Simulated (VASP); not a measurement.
# ZrS2 in VASP: a series of runs

Runs on ZrS2. Level: PBE+D3(BJ). Tasks: single point.

Everything below comes from runs of VASP 6.6.1. Logs are shortened: lines on timing, memory, paths and dates and some standing lists are left out, and cuts for length are marked.

## 1. The cell of the first run

The cell holds a slab with vacuum, 3 atoms: a = 3.722 Å, b = 3.722 Å, c = 31.842 Å, α = 90.00°, β = 90.00°, γ = 120.00°.

## 2. Single point, PBE+D3(BJ)

INCAR reads:

```
SYSTEM = ZrS2
ALGO = Normal ; DIPOL = 0.5 0.5 0.500
EDIFF = 1E-6 ; ENCUT = 400
GGA = PE ; GGA_COMPAT = .False.
IDIPOL = 3 ; ISIF = 2
ISMEAR = 0 ; IVDW = 12
LASPH = .True. ; LCHARG = .False.
LDIPOL = .True. ; LREAL = .False.
LWAVE = .False. ; NBANDS = 19
NELM = 120 ; NELMDL = -8
PREC = Accurate ; SIGMA = 0.02
```

KPOINTS reads:

```
k-points
0
Gamma
  9 9 1
  0 0 0
```

POSCAR reads:

```
ZrS2
1.0
    3.7220000000      0.0000000000      0.0000000000
   -1.8610000000      3.2233465529      0.0000000000
    0.0000000000      0.0000000000     31.8416303012
S Zr
2 1
Direct
    0.6666666667      0.3333333333      0.4506149658
    0.3333333333      0.6666666667      0.5493850342
    0.0000000000      0.0000000000      0.5000000000
```

Potentials or basis: VASP PAW PBE potentials, release 64 (S, Zr_sv).

On the command line:

```bash
$ cat potpaw_PBE.64/S/POTCAR potpaw_PBE.64/Zr_sv/POTCAR > POTCAR
$ mpirun -np 1 vasp_std > vasp.out
```

OUTCAR:

```text
SYSTEM = ZrS2
   EDIFF = 1E-6
   ENCUT = 400
   GGA = PE
   ISIF = 2
   ISMEAR = 0
   IVDW = 12
   LASPH = .True.
   LREAL = .False.
   NELM = 120
   NELMDL = -8
   PREC = Accurate
 IVDW          = 12

 ion  position               nearest neighbor table
   1  0.667  0.333  0.451-   3 2.66   3 2.66   3 2.66
   2  0.333  0.667  0.549-   3 2.66   3 2.66   3 2.66
   3  0.000  0.000  0.500-   1 2.66   2 2.66   1 2.66   2 2.66   1 2.66   2 2.66

  LATTYP: Found a hexagonal cell.
 ALAT       =     3.7220000000
 C/A-ratio  =     8.5549785871

  Lattice vectors:

 A1 = (   3.7220000000,   0.0000000000,   0.0000000000)
 A2 = (  -1.8610000000,   3.2233465529,   0.0000000000)
 A3 = (   0.0000000000,   0.0000000000,  31.8416303012)

Analysis of symmetry for initial positions (statically):
=====================================================================
 Subroutine PRICEL returns:
 Original cell was already a primitive cell.

 Routine SETGRP: Setting up the symmetry group for a
 hexagonal supercell.

 Subroutine GETGRP returns: Found 12 space group operations
 (whereof 12 operations were pure point group operations)
 out of a pool of 24 trial point group operations.

The static configuration has the point symmetry D_3d.

Analysis of symmetry for dynamics (positions and initial velocities):
=====================================================================
 Subroutine PRICEL returns:
 Original cell was already a primitive cell.

 Routine SETGRP: Setting up the symmetry group for a
 hexagonal supercell.

 Subroutine GETGRP returns: Found 12 space group operations
 (whereof 12 operations were pure point group operations)
 out of a pool of 24 trial point group operations.

The dynamic configuration has the point symmetry D_3d.

 Subroutine INISYM returns: Found 12 space group operations
 (whereof 12 operations are pure point group operations),
 and found     1 'primitive' translations

----------------------------------------------------------------------------------------

                                     Primitive cell

  volume of cell :     382.0135

  direct lattice vectors                    reciprocal lattice vectors
     3.722000000  0.000000000  0.000000000     0.268672757  0.155118288  0.000000000
    -1.861000000  3.223346553  0.000000000     0.000000000  0.310236577  0.000000000
     0.000000000  0.000000000 31.841630301     0.000000000  0.000000000  0.031405427

  length of vectors
     3.722000000  3.722000000 31.841630301     0.310236577  0.310236577  0.031405427

  position of ions in fractional coordinates (direct lattice)
     0.666666667  0.333333333  0.450614966
     0.333333333  0.666666667  0.549385034
     0.000000000  0.000000000  0.500000000

  ion indices of the primitive-cell ions
   primitive index   ion index
                 1           1
                 2           2
                 3           3

----------------------------------------------------------------------------------------

 KPOINTS: k-points

Automatic generation of k-mesh.
 Grid dimensions read from file:
 generate k-points for:    9    9    1

 Generating k-lattice:

  Cartesian coordinates                     Fractional coordinates (reciprocal lattice)
     0.029852529  0.017235365  0.000000000     0.111111111  0.000000000  0.000000000
     0.000000000  0.034470731  0.000000000     0.000000000  0.111111111  0.000000000
     0.000000000  0.000000000  0.031405427     0.000000000  0.000000000  1.000000000

  Length of vectors
     0.034470731  0.034470731  0.031405427

  Shift w.r.t. Gamma in fractional coordinates (k-lattice)
     0.000000000  0.000000000  0.000000000

 Subroutine IBZKPT returns following result:
 ===========================================

 Found     12 irreducible k-points:

 Following reciprocal coordinates:
            Coordinates               Weight
  0.000000  0.000000  0.000000      1.000000
  0.111111 -0.000000  0.000000      6.000000
  0.222222  0.000000  0.000000      6.000000
  0.333333 -0.000000  0.000000      6.000000
  0.444444  0.000000  0.000000      6.000000
  0.111111  0.111111  0.000000      6.000000
  0.222222  0.111111  0.000000     12.000000
  0.333333  0.111111  0.000000     12.000000
  0.444444  0.111111  0.000000      6.000000
  0.222222  0.222222  0.000000      6.000000
  0.333333  0.222222  0.000000     12.000000
  0.333333  0.333333  0.000000      2.000000
   k-points           NKPTS =     12   k-points in BZ     NKDIM =     12   number of bands    NBANDS=     19
   number of dos      NEDOS =    301   number of ions     NIONS =      3
   total plane-waves  NPLWV = 120960
   dimension x,y,z NGX =    24 NGY =   24 NGZ =  210
   dimension x,y,z NGXF=    48 NGYF=   48 NGZF=  420
   ions per type =               2   1
   NGX,Y,Z   is equivalent  to a cutoff of  10.72, 10.72, 10.96 a.u.
   NGXF,Y,Z  is equivalent  to a cutoff of  21.44, 21.44, 21.93 a.u.
 SYSTEM =  ZrS2
   PREC   = accura    normal or accurate (medium, high low for compatibility)
   ISTART =      0    job   : 0-new  1-cont  2-samecut
   ICHARG =      2    charge: 1-file 2-atom 10-const
   ISPIN  =      1    spin polarized calculation?
   LNONCOLLINEAR =      F non collinear calculations
   LSORBIT =      F    spin-orbit coupling
   LASPH  =      T    aspherical Exc in radial PAW
   ENCUT  =  400.0 eV  29.40 Ry    5.42 a.u.   6.07  6.07 51.93*2*pi/ulx,y,z
   NELM   =    120;   NELMIN=  2; NELMDL= -8     # of ELM steps
   EDIFF  = 0.1E-05   stopping-criterion for ELM
   LREAL  =      F    real-space projection
[... 7 lines left out ...]
   TEBEG  =    0.0;   TEEND  =   0.0 temperature during run
   PSTRESS=    0.0 pullay stress
   NELECT =      24.0000    total number of electrons
   NUPDOWN=      -1.0000    fix difference up-down
   EMIN   =  10.00;   EMAX   =-10.00  energy-range for DOS
   EFERMI =   0.00;   METHOD = LEGACY
   ISMEAR =     0;   SIGMA  =   0.02  broadening in eV -4-tet -1-fermi 0-gaus
   EFERMI_NEDOS =   21; number of points for ismear=-14 and -15
   IALGO  =     38    algorithm
   IMIX   =      4    mixing-type and parameters
     AMIX     =   0.40;   BMIX     =  1.00
     AMIX_MAG =   1.60;   BMIX_MAG =  1.00
  volume/ion in A,a.u.               =     127.34       859.32
  Fermi-wavevector in a.u.,A,eV,Ry     =   0.650807  1.229847  5.762748  0.423550
  Thomas-Fermi vector in A             =   1.720204
   LORBIT       =      0    0 simple, 1 ext, 2 COOP (PROOUT), +10 PAW based schemes
   GGA     = PE    functional components
   LHFCALC =     F    Hartree Fock is set to
   AEXX    =    0.0000 exact exchange contribution
   IVDW    =    12    specifies the selected vdW correction
   LEPSILON=     F    determine dielectric tensor
   LRPA    =     F    only Hartree local field effects (RPA)
 non-spin polarized calculation
 Gauss-broadening in eV      SIGMA  =   0.02
  energy-cutoff  :      400.00
  volume of cell :      382.01
 maximum number of plane-waves:      7008
   NGX = 13   NGY = 13   NGZ =103

 dipolmoment           0.000000      0.000000      0.000000 electrons x Angstroem

 number of electron      23.9999998 magnetization

 dipolmoment           0.000000      0.000000     -0.000000 electrons x Angstroem

 Free energy of the ion-electron system (eV)
  ---------------------------------------------------
  ext. energy  EPLUGINS =         0.00000000
  ---------------------------------------------------
  free energy    TOTEN  =       -21.22613793 eV

  energy without entropy =      -21.22613793  energy(sigma->0) =      -21.22613793

 E-fermi :  -4.3537     XC(G=0):  -2.1012

 val. band max:       -4.4577803140   @ k =   0.0000   0.0000   0.0000
 cond. band min:      -3.5456973753   @ k =   0.4444   0.0000   0.0000
 fundamental gap:      0.9120829387
 Fermi energy:        -4.3536850039

 k-point     1 :       0.0000    0.0000    0.0000
  band No.  band energies     occupation
      1     -53.7283      2.00000
      2     -31.7029      2.00000
      3     -31.5986      2.00000
      4     -31.5986      2.00000
      5     -16.5486      2.00000
      6     -15.7065      2.00000
[... 11 lines left out ...]
     18       0.7565      0.00000
     19       1.6351      0.00000

 k-point     2 :       0.1111   -0.0000    0.0000
  band No.  band energies     occupation
      1     -53.7267      2.00000
      2     -31.6981      2.00000
      3     -31.6219      2.00000
      4     -31.6038      2.00000
      5     -16.4453      2.00000
      6     -15.7053      2.00000
[... 11 lines left out ...]
     18       1.1703      0.00000
     19       1.8475      0.00000

 k-point     3 :       0.2222    0.0000    0.0000
  band No.  band energies     occupation
      1     -53.7225      2.00000
      2     -31.6871      2.00000
      3     -31.6792      2.00000
      4     -31.6169      2.00000
      5     -16.1770      2.00000
      6     -15.6971      2.00000
[... 11 lines left out ...]
     18       1.9951      0.00000
     19       2.3826      0.00000

 k-point     4 :       0.3333   -0.0000    0.0000
  band No.  band energies     occupation
      1     -53.7177      2.00000
      2     -31.7463      2.00000
      3     -31.6715      2.00000
      4     -31.6318      2.00000
      5     -15.8969      2.00000
      6     -15.6353      2.00000
[... 11 lines left out ...]
     18       2.3060      0.00000
     19       2.7978      0.00000

 k-point     5 :       0.4444    0.0000    0.0000
  band No.  band energies     occupation
      1     -53.7146      2.00000
      2     -31.7885      2.00000
      3     -31.6624      2.00000
      4     -31.6414      2.00000
      5     -15.8131      2.00000
      6     -15.4742      2.00000
[... 11 lines left out ...]
     18       1.7397      0.00000
     19       2.3089      0.00000

 k-point     6 :       0.1111    0.1111    0.0000
  band No.  band energies     occupation
      1     -53.7237      2.00000
      2     -31.6896      2.00000
      3     -31.6607      2.00000
      4     -31.6150      2.00000
      5     -16.2580      2.00000
      6     -15.7019      2.00000
[... 11 lines left out ...]
     18       1.8008      0.00000
     19       2.2225      0.00000

 k-point     7 :       0.2222    0.1111    0.0000
  band No.  band energies     occupation
      1     -53.7193      2.00000
      2     -31.7179      2.00000
      3     -31.6765      2.00000
      4     -31.6338      2.00000
      5     -15.9645      2.00000
      6     -15.6842      2.00000
[... 11 lines left out ...]
     18       2.5611      0.00000
     19       2.8468      0.00000

 k-point     8 :       0.3333    0.1111    0.0000
  band No.  band energies     occupation
      1     -53.7154      2.00000
      2     -31.7673      2.00000
      3     -31.6649      2.00000
      4     -31.6505      2.00000
      5     -15.7850      2.00000
      6     -15.5653      2.00000
[... 11 lines left out ...]
     18       2.4604      0.00000
     19       2.7679      0.00000

 k-point     9 :       0.4444    0.1111    0.0000
  band No.  band energies     occupation
      1     -53.7138      2.00000
      2     -31.7866      2.00000
      3     -31.6600      2.00000
      4     -31.6575      2.00000
      5     -15.7646      2.00000
      6     -15.4594      2.00000
[... 11 lines left out ...]
     18       2.1190      0.00000
     19       2.5657      0.00000

 k-point    10 :       0.2222    0.2222    0.0000
  band No.  band energies     occupation
      1     -53.7157      2.00000
      2     -31.7489      2.00000
      3     -31.6691      2.00000
      4     -31.6611      2.00000
      5     -15.7112      2.00000
      6     -15.6655      2.00000
[... 11 lines left out ...]
     18       3.1866      0.00000
     19       3.3587      0.00000

 k-point    11 :       0.3333    0.2222    0.0000
  band No.  band energies     occupation
      1     -53.7133      2.00000
      2     -31.7635      2.00000
      3     -31.6902      2.00000
      4     -31.6585      2.00000
      5     -15.6607      2.00000
      6     -15.5277      2.00000
[... 11 lines left out ...]
     18       3.1491      0.00000
     19       3.2556      0.00000

 k-point    12 :       0.3333    0.3333    0.0000
  band No.  band energies     occupation
      1     -53.7125      2.00000
      2     -31.7338      2.00000
      3     -31.7338      2.00000
      4     -31.6563      2.00000
      5     -15.5622      2.00000
      6     -15.5622      2.00000
[... 11 lines left out ...]
     18       3.4910      0.00000
     19       4.0987      0.00000

------------------------ aborting loop because EDIFF is reached ----------------------------------------

 vacuum level on the upper side and lower side of the slab       (xc-potential included)        -0.007        -0.007

 Edisp (eV)   -0.68853

 E8    (eV) :    -0.3124

  FORCE on cell =-STRESS in cart. coord.  units (eV):
  Direction    XX          YY          ZZ          XY          YZ          ZX
  --------------------------------------------------------------------------------------
  -------------------------------------------------------------------------------------
  Total      -3.56921    -3.56921    -4.63564     0.00000     0.00000     0.00000
  in kB     -14.96937   -14.96937   -19.44202     0.00000     0.00000     0.00000
  external pressure =      -16.46 kB  Pullay stress =        0.00 kB

 VOLUME and BASIS-vectors are now :
 -----------------------------------------------------------------------------
  energy-cutoff  :      400.00
  volume of cell :      382.01
      direct lattice vectors                 reciprocal lattice vectors
     3.722000000  0.000000000  0.000000000     0.268672757  0.155118288  0.000000000
    -1.861000000  3.223346553  0.000000000     0.000000000  0.310236577  0.000000000
     0.000000000  0.000000000 31.841630301     0.000000000  0.000000000  0.031405427

 POSITION                                       TOTAL-FORCE (eV/Angst)
 -----------------------------------------------------------------------------------
      1.86100      1.07445     14.34832         0.000000     -0.000000      1.461177
     -0.00000      2.14890     17.49332        -0.000000      0.000000     -1.461177
      0.00000      0.00000     15.92082        -0.000000     -0.000000      0.000000
 -----------------------------------------------------------------------------------
    total drift:                                0.000000     -0.000000     -0.000000

  FREE ENERGIE OF THE ION-ELECTRON SYSTEM (eV)
  ---------------------------------------------------
  free  energy   TOTEN  =       -21.9146685613 eV

  energy  without entropy=      -21.9146685613  energy(sigma->0) =      -21.91466856

 vacuum level on the upper side and lower side of the slab         1.975         1.975
```

Run time: 2.6 min. Hardware: 1 thread of Intel Xeon 8259CL, shared host; peak memory 0.37 GiB.

What came out:

* Free energy: -21.9147 eV
* Largest force: 1.461 eV/Å
* Band gap on the k mesh: 0.91 eV (least direct gap 1.61 eV)
* Dispersion energy per atom: -0.230 eV

Forces in eV/Å, atoms in the order of the input:
```
S    0.000  0.000  1.461
S    0.000  0.000 -1.461
Zr   0.000  0.000  0.000
```

## 3. Single point, PBE+D3(BJ)

INCAR reads:

```
PREC = Accurate
ENCUT = 400
EDIFF = 1E-6
ISMEAR = 0
SIGMA = 0.02
LREAL = F
LASPH = T
NELM = 120
ALGO = Normal
ISIF = 2
LWAVE = F
LCHARG = F
LDIPOL = T
IDIPOL = 3
DIPOL = 0.5 0.5 0.500
GGA = PE
IVDW = 12
NBANDS = 19
GGA_COMPAT = F
NELMDL = -8
```

KPOINTS reads:

```
Automatic mesh
0
Gamma
  9 9 1
```

POSCAR reads:

```
ZrS2
1.0
    3.7220000000      0.0000000000      0.0000000000
   -1.8610000000      3.2233465529      0.0000000000
    0.0000000000      0.0000000000     31.8416303012
S Zr
2 1
Direct
    0.6666666667      0.3333333333      0.4565819970
    0.3333333333      0.6666666667      0.5434180030
    0.0000000000      0.0000000000      0.5000000000
```

Potentials or basis: VASP PAW PBE potentials, release 64 (S, Zr_sv).

On the command line:

```bash
$ cat potpaw_PBE.64/S/POTCAR potpaw_PBE.64/Zr_sv/POTCAR > POTCAR
$ mpirun -np 1 vasp_std > vasp.out
```

Run time: 2.8 min. Hardware: 1 thread of Intel Xeon 8259CL, shared host; peak memory 0.37 GiB.

Results (log left out):

```yaml
Free_energy: -22.1168 eV
Largest_force: 0.458 eV/Å
Band_gap_on_the_k_mesh: 1.47 eV (least direct gap 1.72 eV)
Dispersion_energy_per_atom: -0.239 eV
```

Forces in eV/Å, atoms in the order of the input:
```
S    0.000  0.000 -0.458
S    0.000  0.000  0.458
Zr   0.000  0.000  0.000
```

Levels at points of the mesh, in eV from the valence-band top:
```tsv
k point	band 10	band 11	band 12	band 13	band 14	band 15
(0.00, 0.00, 0.00)	-0.62	0.00	0.00	1.72	1.72	2.91
```

## 4. Single point, PBE+D3(BJ)

INCAR reads:

```
PREC = Accurate ; ENCUT = 400
EDIFF = 1E-6 ; ISMEAR = 0
SIGMA = 0.02 ; LREAL = F
LASPH = T ; NELM = 120
ALGO = Normal ; ISIF = 2
LWAVE = F ; LCHARG = T
LDIPOL = T ; IDIPOL = 3
DIPOL = 0.5 0.5 0.500 ; GGA = PE
IVDW = 12 ; LELF = T
LVHAR = T ; LVACPOTAV = T
NBANDS = 19 ; GGA_COMPAT = F
NELMDL = -8
```

KPOINTS is that of step 3.

POSCAR reads:

```
ZrS2
1.0
    3.7220000000      0.0000000000      0.0000000000
   -1.8610000000      3.2233465529      0.0000000000
    0.0000000000      0.0000000000     31.8416303012
S Zr
2 1
Direct
    0.6666666667      0.3333333333      0.4541951845
    0.3333333333      0.6666666667      0.5458048155
    0.0000000000      0.0000000000      0.5000000000
```

On the command line:

```bash
$ cat potpaw_PBE.64/S/POTCAR potpaw_PBE.64/Zr_sv/POTCAR > POTCAR
$ mpirun -np 1 vasp_std > vasp.out
```

Wall time 2.9 min (1 thread of Intel Xeon 8259CL, shared host); peak memory 0.36 GiB.

Results (log left out):

* Free energy: -22.1241 eV
* Largest force: 0.353 eV/Å
* Band gap on the k mesh: 1.24 eV (least direct gap 1.69 eV)
* Dispersion energy per atom: -0.235 eV
* Ionisation potential of the upper face: 6.51 eV

Forces on the atoms (eV/Å):
```
S    0.000  0.000  0.353
S    0.000  0.000 -0.353
Zr   0.000  0.000  0.000
```

Levels at points of the mesh, in eV from the valence-band top:
```tsv
k point	band 10	band 11	band 12	band 13	band 14	band 15
(0.00, 0.00, 0.00)	-0.72	0.00	0.00	1.69	1.69	2.60
```

## 5. Overview

| cell | gap on the mesh (eV) | largest force (eV/Å) |
| --- | --- | --- |
| as given, atomic positions A | 0.91 | 1.46 |
| as given, atomic positions B | 1.47 | 0.46 |
| as given, atomic positions C | 1.24 | 0.35 |

Alike in all rows: task single point; level PBE+D3(BJ); potentials or basis VASP PAW PBE potentials, release 64 (S, Zr_sv); no spin polarisation; k mesh 9 × 9 × 1; cutoff (eV) 400; smearing gaussian 0.02 eV.

Total energies depend on the potentials used, so only differences within one code and one set of settings carry meaning.
